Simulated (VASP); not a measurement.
A run of VASP 6.6.1 is set up as follows.

Contents of INCAR:

```
PREC = Accurate ; ENCUT = 520
EDIFF = 1E-6 ; ISMEAR = -1
SIGMA = 0.06122561905347299 ; LREAL = F
LASPH = T ; NELM = 100
ALGO = Normal ; ISIF = 2
LWAVE = F ; LCHARG = F
GGA = PE ; NBANDS = 10
```

Contents of KPOINTS:

```
Automatic mesh
0
Gamma
  40 40 40
```

The input POSCAR:

```
Br
1.0
    0.0000000000      2.3947422866      2.3947422866
    2.3947422866      0.0000000000      2.3947422866
    2.3947422866      2.3947422866      0.0000000000
Br
1
Direct
    0.0000000000      0.0000000000      0.0000000000
```

Potentials or basis: VASP PAW PBE potentials, release 64 (Br).

Command:

```bash
$ cat potpaw_PBE.64/Br/POTCAR > POTCAR
$ mpirun -np 1 vasp_std > vasp.out
```

Question: Estimate the pressure.

Answer: -1.0 GPa.

Question: Predict the band gap on the k mesh.

Answer: Zero (an odd number of electrons rules out a gap without spin polarisation).

Caveat: an odd number of electrons without spin polarisation forces a metal; a magnetic or distorted state may lie lower.
